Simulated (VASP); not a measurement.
## Zn: relaxation of cell and atoms with PBE

Zn:

```
CELL_PARAMETERS angstrom
4.41325 0.00000 0.00000
-2.20662 3.82198 0.00000
0.00000 0.00000 2.70532
ATOMIC_POSITIONS crystal
Zn 0.00000 0.00000 0.00000
Zn 0.33333 0.66667 0.50000
Zn 0.66667 0.33333 0.50000
```

This isn't the form of Zn at room conditions, which is hcp.

| Property | Result |
| --- | --- |
| Program | VASP 6.6.1 |
| Task | relaxation of cell and atoms |
| Functional | PBE |
| Potentials or basis | VASP PAW PBE potentials, release 64 (Zn) |
| Cutoff | 600 eV |
| k mesh | 8 × 8 × 12 |
| Occupations | fermi-dirac, width 0.1 eV |
| Spin | no spin polarisation |
| Dipole correction | no |
| Further INCAR settings | ALGO = Normal; EDIFF = 1e-06; IBRION = 2; EDIFFG = -0.01; NSW = 80; ISIF = 3 |

| Property | Result |
| --- | --- |
| Relaxed volume | 15.64 Å³/atom |
| Relaxed cell | a = 4.496 Å, b = 4.496 Å, c = 2.681 Å, α = 90.00°, β = 90.00°, γ = 120.00° |
| Space group after relaxing (to 0.1 Å) | P6/mmm (No. 191) |
| Energy gained by relaxing | 2.7 meV/atom |
| Ionic steps | 13 |
| Pressure after relaxing | 0.0 GPa |
| Band gap on the k mesh | zero (bands 18 and 19 overlap by 5.35 eV) |

Step by step:
| step | energy change (eV) | largest force (eV/Å) | pressure (GPa) | volume (Å³) |
| --- | --- | --- | --- | --- |
| 1 | 0.0000 | 0.0000 | 1.68 | 45.63 |
| 2 | -0.0072 | 0.0000 | 0.37 | 46.69 |
| 3 | -0.0074 | 0.0000 | -0.06 | 46.95 |
| 4 | -0.0074 | 0.0000 | -0.01 | 46.92 |
| 5 | -0.0074 | 0.0000 | 0.02 | 46.89 |
| 6 | -0.0074 | 0.0000 | 0.03 | 46.89 |
| 7 | -0.0076 | 0.0000 | 0.07 | 46.88 |
| 8 | -0.0078 | 0.0000 | 0.09 | 46.87 |
| 9 | -0.0079 | 0.0000 | 0.16 | 46.84 |
| 10 | -0.0079 | 0.0000 | -0.07 | 46.95 |
| 11 | -0.0079 | 0.0000 | 0.08 | 46.90 |
| 12 | -0.0079 | 0.0000 | 0.06 | 46.91 |
| 13 | -0.0080 | 0.0000 | 0.04 | 46.93 |

Final structure:
```
Zn
1.0
     4.49599    0.00000    0.00000
    -2.24800    3.89364    0.00000
     0.00000    0.00000    2.68094
Zn
3
Direct
  0.00000 0.00000 0.00000
  0.33333 0.66667 0.50000
  0.66667 0.33333 0.50000
```

Levels at points of the mesh, in eV from the Fermi level:
| k point | band 15 | band 16 | band 17 | band 18 | band 19 | band 20 | band 21 | band 22 |
| --- | --- | --- | --- | --- | --- | --- | --- | --- |
| (0.00, 0.00, 0.00) | -7.05 | -7.05 | 0.59 | 0.59 | 0.63 | 0.64 | 0.64 | 0.79 |
| (0.50, 0.00, 0.00) | -7.03 | -6.86 | -6.68 | -2.72 | -1.22 | 7.92 | 8.00 | 8.43 |
| (0.00, 0.00, 0.50) | -6.90 | -4.18 | -4.14 | 4.13 | 4.26 | 4.26 | 4.72 | 5.58 |
| (0.50, 0.00, 0.50) | -6.96 | -2.56 | -1.95 | -1.39 | -0.92 | 2.63 | 2.97 | 3.45 |

Run time: 5.6 min on 1 thread of Intel(R) Xeon(R) Platinum 8259CL CPU @ 2.50GHz (Skylake/Cascade Lake), on a shared host, peak memory 0.22 GiB.
